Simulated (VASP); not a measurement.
Set up this calculation in VASP 6.6.1, as the native input.

| Item | Value |
| --- | --- |
| Task | single point |
| Functional | PBE |
| Potentials or basis | VASP PAW PBE potentials, release 64 (Nb_sv, O) |
| Cutoff | 520 eV |
| k mesh | 8 × 8 × 14 |
| Occupations | gaussian, width 0.1 eV |
| Spin | no spin polarisation |
| Dipole correction | no |
| Further INCAR settings | ALGO = Normal; EDIFF = 1e-06; NBANDS = 41 |

The structure of Nb2O lies in POSCAR:

```
Nb2O
1.0
    5.2140168725      0.0000000000      0.0000000000
    0.0000000000      5.5552047483      0.0000000000
    0.0000000000      0.0000000000      2.8380587056
Nb O
4 2
Direct
    0.2231142279      0.3236484826      0.0000000000
    0.7768857721      0.6763515174      0.0000000000
    0.7231142279      0.1763515174      0.5000000000
    0.2768857721      0.8236484826      0.5000000000
    0.0000000000      0.0000000000      0.0000000000
    0.5000000000      0.5000000000      0.5000000000
```

One way to write it, as run:

INCAR

```
  PREC = Accurate
  ENCUT = 520
  EDIFF = 1E-6
  ISMEAR = 0
  SIGMA = 0.1
  LREAL = F
  LASPH = T
  NELM = 80
  ALGO = Normal
  ISIF = 2
  LWAVE = F
  LCHARG = T
  GGA = PE
  LELF = T
  LVHAR = T
  NBANDS = 41
```

KPOINTS

```
regular mesh
0
Gamma
  8 8 14
```

Potentials or basis: VASP PAW PBE potentials, release 64 (Nb_sv, O).

The run is started by

```sh
$ cat potpaw_PBE.64/Nb_sv/POTCAR potpaw_PBE.64/O/POTCAR > POTCAR
$ mpirun -np 1 vasp_std > vasp.out
```

Results of the run:

- Pressure: -0.4 GPa
- Largest force: 0.004 eV/Å
- Band gap on the k mesh: zero (band 32 reaches 12.50 eV, above the bottom of band 33 at 11.62 eV)

It took 9.9 min on 1 thread of Intel(R) Xeon(R) Platinum 8259CL CPU @ 2.50GHz (Skylake/Cascade Lake), with other jobs on the host, peak memory 0.55 GiB.
